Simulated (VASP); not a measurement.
# PbSe (Fm-3m) in VASP: notebook, part 2 of 2

VASP 6.6.1.

**4. Electric field gradients, PBE**

This run uses another cell than the first one, of 28.71 Å³/atom, 1.053 times its volume.

File INCAR:

```
  PREC = Accurate
  ENCUT = 520
  EDIFF = 1E-8
  ISMEAR = -1
  SIGMA = 0.02
  LREAL = False
  LASPH = True
  NELM = 60
  ALGO = Normal
  ISIF = 2
  LWAVE = False
  LCHARG = False
  GGA = PE
  LEFG = True
  NBANDS = 17
```

File KPOINTS:

```
Automatic mesh
0
Gamma
  7 7 7
```

File POSCAR:

```
PbSe
1.0
    0.0000000000      3.0621500000      3.0621500000
    3.0621500000      0.0000000000      3.0621500000
    3.0621500000      3.0621500000      0.0000000000
Pb Se
1 1
Direct
    0.0000000000      0.0000000000      0.0000000000
    0.5000000000      0.5000000000      0.5000000000
```

Potentials or basis: VASP PAW PBE potentials, release 64 (Pb_d, Se).

Run with:

```
cat potpaw_PBE.64/Pb_d/POTCAR potpaw_PBE.64/Se/POTCAR > POTCAR
mpirun -np 1 vasp_std > vasp.out
```

OUTCAR:

```text
PREC = Accurate
   ENCUT = 520
   EDIFF = 1E-8
   ISMEAR = -1
   LREAL = False
   LASPH = True
   NELM = 60
   ISIF = 2
   GGA = PE

 ion  position               nearest neighbor table
   1  0.000  0.000  0.000-   2 3.06   2 3.06   2 3.06   2 3.06   2 3.06   2 3.06
   2  0.500  0.500  0.500-   1 3.06   1 3.06   1 3.06   1 3.06   1 3.06   1 3.06

  LATTYP: Found a face centered cubic cell.
 ALAT       =     6.1243000000

  Lattice vectors:

 A1 = (   0.0000000000,   3.0621500000,   3.0621500000)
 A2 = (   3.0621500000,   0.0000000000,   3.0621500000)
 A3 = (   3.0621500000,   3.0621500000,   0.0000000000)

Analysis of symmetry for initial positions (statically):
=====================================================================
 Subroutine PRICEL returns:
 Original cell was already a primitive cell.

 Routine SETGRP: Setting up the symmetry group for a
 face centered cubic supercell.

 Subroutine GETGRP returns: Found 48 space group operations
 (whereof 48 operations were pure point group operations)
 out of a pool of 48 trial point group operations.

The static configuration has the point symmetry O_h .

Analysis of symmetry for dynamics (positions and initial velocities):
=====================================================================
 Subroutine PRICEL returns:
 Original cell was already a primitive cell.

 Routine SETGRP: Setting up the symmetry group for a
 face centered cubic supercell.

 Subroutine GETGRP returns: Found 48 space group operations
 (whereof 48 operations were pure point group operations)
 out of a pool of 48 trial point group operations.

The dynamic configuration has the point symmetry O_h .

 Subroutine INISYM returns: Found 48 space group operations
 (whereof 48 operations are pure point group operations),
 and found     1 'primitive' translations

----------------------------------------------------------------------------------------

                                     Primitive cell

  volume of cell :      57.4261

  direct lattice vectors                    reciprocal lattice vectors
     0.000000000  3.062150000  3.062150000    -0.163283967  0.163283967  0.163283967
     3.062150000  0.000000000  3.062150000     0.163283967 -0.163283967  0.163283967
     3.062150000  3.062150000  0.000000000     0.163283967  0.163283967 -0.163283967

  length of vectors
     4.330534060  4.330534060  4.330534060     0.282816127  0.282816127  0.282816127

  position of ions in fractional coordinates (direct lattice)
     0.000000000  0.000000000  0.000000000
     0.500000000  0.500000000  0.500000000

  ion indices of the primitive-cell ions
   primitive index   ion index
                 1           1
                 2           2

----------------------------------------------------------------------------------------

 KPOINTS: Automatic mesh

Automatic generation of k-mesh.
 Grid dimensions read from file:
[... 59 lines left out ...]
   NELM   =     60;   NELMIN=  2; NELMDL= -5     # of ELM steps
   EDIFF  = 0.1E-07   stopping-criterion for ELM
   LREAL  =      F    real-space projection
   EDIFFG = 0.1E-06   stopping-criterion for IOM
   NSW    =      0    number of steps for IOM
   IBRION =     -1    ionic relax: 0-MD 1-quasi-New 2-CG
   NFREE  =      0    steps in history (QN), initial steepest desc. (CG)
   ISIF   =      2    stress and relaxation
   ISYM   =      2    0-nonsym 1-usesym 2-fastsym
   POTIM  = 0.5000    time-step for ionic-motion
   TEBEG  =    0.0;   TEEND  =   0.0 temperature during run
   PSTRESS=    0.0 pullay stress
   NELECT =      20.0000    total number of electrons
   NUPDOWN=      -1.0000    fix difference up-down
   EMIN   =  10.00;   EMAX   =-10.00  energy-range for DOS
   EFERMI =   0.00;   METHOD = LEGACY
   ISMEAR =    -1;   SIGMA  =   0.02  broadening in eV -4-tet -1-fermi 0-gaus
   EFERMI_NEDOS =   21; number of points for ismear=-14 and -15
   IALGO  =     38    algorithm
   IMIX   =      4    mixing-type and parameters
     AMIX     =   0.40;   BMIX     =  1.00
     AMIX_MAG =   1.60;   BMIX_MAG =  1.00
  volume/ion in A,a.u.               =      28.71       193.77
  Fermi-wavevector in a.u.,A,eV,Ry     =   1.151812  2.176610 18.050462  1.326672
  Thomas-Fermi vector in A             =   2.288467
   LORBIT       =      0    0 simple, 1 ext, 2 COOP (PROOUT), +10 PAW based schemes
   GGA     = PE    functional components
[... 5 lines left out ...]
 non-spin polarized calculation
  energy-cutoff  :      520.00
  volume of cell :       57.43
 maximum number of plane-waves:      1564
   NGX = 17   NGY = 17   NGZ = 17

 number of electron      20.0000000 magnetization

 Free energy of the ion-electron system (eV)
  ---------------------------------------------------
  ext. energy  EPLUGINS =         0.00000000
  ---------------------------------------------------
  free energy    TOTEN  =        -8.18133661 eV

  energy without entropy =       -8.18133661  energy(sigma->0) =       -8.18133661

 E-fermi :   5.2481     XC(G=0):  -9.5244

 val. band max:        4.8007187308   @ k =   0.4286   0.0000   0.0000
 cond. band min:       5.6649779378   @ k =   0.4286   0.0000   0.0000
 fundamental gap:      0.8642592070
 Fermi energy:         5.2481214696

 k-point     1 :       0.0000    0.0000    0.0000
  band No.  band energies     occupation
      1     -11.7847      2.00000
      2     -11.7847      2.00000
      3     -11.7847      2.00000
      4     -11.7807      2.00000
      5     -11.7807      2.00000
      6      -8.5330      2.00000
[... 377 lines left out ...]
      4     -11.7654      2.00000
      5     -11.7429      2.00000
      6      -7.1062      2.00000
[... 9 lines left out ...]
     16      16.6323      0.00000
     17      17.0968      0.00000

------------------------ aborting loop because EDIFF is reached ----------------------------------------

  FORCE on cell =-STRESS in cart. coord.  units (eV):
  Direction    XX          YY          ZZ          XY          YZ          ZX
  --------------------------------------------------------------------------------------
  -------------------------------------------------------------------------------------
  Total        0.8179972      0.8179972      0.8179972      0.0000000     -0.0000000     -0.0000000
  in kB       22.8219631     22.8219631     22.8219631      0.0000000     -0.0000000     -0.0000000
  external PRESSURE =      22.8219631 kB  Pullay stress =       0.0000000 kB

 VOLUME and BASIS-vectors are now :
 -----------------------------------------------------------------------------
  energy-cutoff  :      520.00
  volume of cell :       57.43
      direct lattice vectors                 reciprocal lattice vectors
     0.000000000  3.062150000  3.062150000    -0.163283967  0.163283967  0.163283967
     3.062150000  0.000000000  3.062150000     0.163283967 -0.163283967  0.163283967
     3.062150000  3.062150000  0.000000000     0.163283967  0.163283967 -0.163283967

 POSITION                                       TOTAL-FORCE (eV/Angst)
 -----------------------------------------------------------------------------------
      0.00000      0.00000      0.00000         0.000000      0.000000      0.000000
      3.06215      3.06215      3.06215        -0.000000     -0.000000     -0.000000
 -----------------------------------------------------------------------------------
    total drift:                                0.000000     -0.000000     -0.000000

  FREE ENERGIE OF THE ION-ELECTRON SYSTEM (eV)
  ---------------------------------------------------
  free  energy   TOTEN  =        -8.1813366079 eV

  energy  without entropy=       -8.1813366079  energy(sigma->0) =       -8.18133661

 Electric field gradients (V/A^2)
---------------------------------------------------------------------
 ion       V_xx      V_yy      V_zz      V_xy      V_xz      V_yz
---------------------------------------------------------------------
   1       0.000    -0.000     0.000     0.000     0.000     0.000
   2      -0.000    -0.000    -0.000     0.000     0.000     0.000
---------------------------------------------------------------------

 Electric field gradients after diagonalization (V/A^2)
 (convention: |V_zz| > |V_xx| > |V_yy|)
----------------------------------------------------------------------
 ion       V_xx      V_yy      V_zz     asymmetry (V_yy - V_xx)/ V_zz
----------------------------------------------------------------------
   1      -0.000    -0.000     0.001       0.000
   2      -0.000    -0.000     0.000       0.000
----------------------------------------------------------------------

           NMR quadrupolar parameters

 Cq : quadrupolar parameter    Cq=e*Q*V_zz/h
 eta: asymmetry parameters     (V_yy - V_xx)/ V_zz
 Q  : nuclear electric quadrupole moment in mb (millibarn)
----------------------------------------------------------------------
 ion       Cq(MHz)       eta       Q (mb)
----------------------------------------------------------------------
   1       0.000       0.000       1.000
   2       0.000       0.000       1.000
----------------------------------------------------------------------
```

stdout:

```text
POSCAR found type information on POSCAR PbSe
 POSCAR found :  2 types and       2 ions
 scaLAPACK will be used
 LDA part: xc-table for (Slater+PW92), standard interpolation
 POSCAR, INCAR and KPOINTS ok, starting setup
 FFT: planning ... GRIDC
 FFT: planning ... GRID_SOFT
 FFT: planning ... GRID
 WAVECAR not read
 entering main loop
ion   1

ion   2
```

It took 27 s on 1 thread of AMD EPYC 7R43 (Zen 3), shared host; peak memory 0.14 GiB.

Results:

```yaml
Free_energy: -8.1813 eV
Pressure: 2.3 GPa
```

Caveat: this odd mesh misses L, where the gap lies, so gap, dielectric constants and Born charges aren't listed; without QUAD_EFG the Cq values of the log hold for a quadrupole moment of 1 mb, not for the nuclei; spin-orbit coupling is left out, which moves the levels of the heavy elements.

**5. Electric field gradients, PBE**

This run uses another cell than the first one, of 28.71 Å³/atom, 1.053 times its volume.

File INCAR:

```
SYSTEM = PbSe
PREC = Accurate
ENCUT = 520
EDIFF = 1E-8
ISMEAR = -1
SIGMA = 0.02
LREAL = .False.
LASPH = .True.
NELM = 60
ALGO = Normal
ISIF = 2
LWAVE = .False.
LCHARG = .False.
GGA = PE
LEFG = .True.
NBANDS = 17
```

File KPOINTS:

```
Automatic mesh
0
Gamma
  7 7 7
  0 0 0
```

POSCAR is that of step 4.

Potentials or basis: VASP PAW PBE potentials, release 64 (Pb_d, Se).

Run with:

```
cat potpaw_PBE.64/Pb_d/POTCAR potpaw_PBE.64/Se/POTCAR > POTCAR
mpirun -np 1 vasp_std > vasp.out
```

OUTCAR:

```text
SYSTEM = PbSe
   PREC = Accurate
   ENCUT = 520
   EDIFF = 1E-8
   ISMEAR = -1
   LREAL = .False.
   LASPH = .True.
   NELM = 60
   ISIF = 2
   GGA = PE

 ion  position               nearest neighbor table
   1  0.000  0.000  0.000-   2 3.06   2 3.06   2 3.06   2 3.06   2 3.06   2 3.06
   2  0.500  0.500  0.500-   1 3.06   1 3.06   1 3.06   1 3.06   1 3.06   1 3.06

  LATTYP: Found a face centered cubic cell.
 ALAT       =     6.1243000000

  Lattice vectors:

 A1 = (   0.0000000000,   3.0621500000,   3.0621500000)
[... 605 lines left out ...]
  ---------------------------------------------------
  free  energy   TOTEN  =        -8.1813366079 eV

  energy  without entropy=       -8.1813366079  energy(sigma->0) =       -8.18133661

 Electric field gradients (V/A^2)
---------------------------------------------------------------------
 ion       V_xx      V_yy      V_zz      V_xy      V_xz      V_yz
---------------------------------------------------------------------
   1       0.000    -0.000     0.000     0.000     0.000     0.000
   2      -0.000    -0.000    -0.000     0.000     0.000     0.000
---------------------------------------------------------------------

 Electric field gradients after diagonalization (V/A^2)
 (convention: |V_zz| > |V_xx| > |V_yy|)
----------------------------------------------------------------------
 ion       V_xx      V_yy      V_zz     asymmetry (V_yy - V_xx)/ V_zz
----------------------------------------------------------------------
   1      -0.000    -0.000     0.001       0.000
   2      -0.000    -0.000     0.000       0.000
----------------------------------------------------------------------

           NMR quadrupolar parameters

 Cq : quadrupolar parameter    Cq=e*Q*V_zz/h
 eta: asymmetry parameters     (V_yy - V_xx)/ V_zz
 Q  : nuclear electric quadrupole moment in mb (millibarn)
----------------------------------------------------------------------
 ion       Cq(MHz)       eta       Q (mb)
----------------------------------------------------------------------
   1       0.000       0.000       1.000
   2       0.000       0.000       1.000
----------------------------------------------------------------------
```

stdout:

```text
POSCAR found type information on POSCAR PbSe
 POSCAR found :  2 types and       2 ions
 scaLAPACK will be used
 LDA part: xc-table for (Slater+PW92), standard interpolation
 POSCAR, INCAR and KPOINTS ok, starting setup
 FFT: planning ... GRIDC
 FFT: planning ... GRID_SOFT
 FFT: planning ... GRID
 WAVECAR not read
 entering main loop
ion   1

ion   2
```

Wall time 36 s (1 thread of AMD EPYC 7R43 (Zen 3), shared host); peak memory 0.14 GiB.

What came out:

| Quantity | Value |
| --- | --- |
| Free energy | -8.1813 eV |
| Pressure | 2.3 GPa |

Levels at points of the mesh, in eV from the Fermi level:
```
           k point  band 8  band 9  band 10  band 11  band 12  band 13
(0.00, 0.00, 0.00)   -2.07   -2.07    -2.07     4.51     4.51     4.51
```

Caveat: this odd mesh misses L, where the gap lies, so gap, dielectric constants and Born charges aren't listed; without QUAD_EFG the Cq values of the log hold for a quadrupole moment of 1 mb, not for the nuclei; spin-orbit coupling is left out, which moves the levels of the heavy elements.

**6. Summary**

| cell | pressure (GPa) |
| --- | --- |
| a = 4.257 Å, angles 60.0°, 2 atoms | 5.5 |
| a = 4.294 Å, angles 60.0°, 2 atoms | 3.8 |
| a = 4.331 Å, angles 60.0°, 2 atoms | 2.3 |

Alike in all rows: task electric field gradients; level PBE; potentials or basis VASP PAW PBE potentials, release 64 (Pb_d, Se); no spin polarisation; k mesh 7 × 7 × 7; cutoff (eV) 520; smearing fermi-dirac 0.02 eV.

Caveats: spin-orbit coupling is left out, which moves the levels of the heavy elements.

Absolute energies hang on the potentials; compare differences alone.
